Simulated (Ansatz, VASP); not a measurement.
# Cd in VASP and in Ansatz

```
CELL_PARAMETERS angstrom
-1.80206 1.80206 1.80206
1.80206 -1.80206 1.80206
1.80206 1.80206 -1.80206
ATOMIC_POSITIONS crystal
Cd 0.00000 0.00000 0.00000
```

Alike in both runs: functional PBE; k mesh 8 × 8 × 8; occupations gaussian, width 0.1 eV; no spin polarisation.

Ansatz relaxed the structure, and its values are those at the end. VASP's run is a single point on that final structure, the one shown.

|  | VASP | Ansatz |
| --- | --- | --- |
| version | VASP 6.6.1 | Ansatz 0.2.0 |
| potentials or method | VASP PAW PBE potentials, release 64 (Cd), cutoff 520 eV | scalar-relativistic, plane waves, PAW |
| valence electrons in the cell | 12 | 20 |

```csv
,VASP,Ansatz,Ansatz less VASP
gap on the k mesh at the Fermi level (eV),none,none,-
pressure (GPa),0.4,0.1,-0.24
```

A gap of «none» marks a metal or a gap that the smearing closes. The functional is the same, so the differences come from potentials, cutoffs and numerics. VASP's potentials hold 12 valence electrons a cell and Ansatz's 20, so a difference there can come from the potentials and not from the codes.
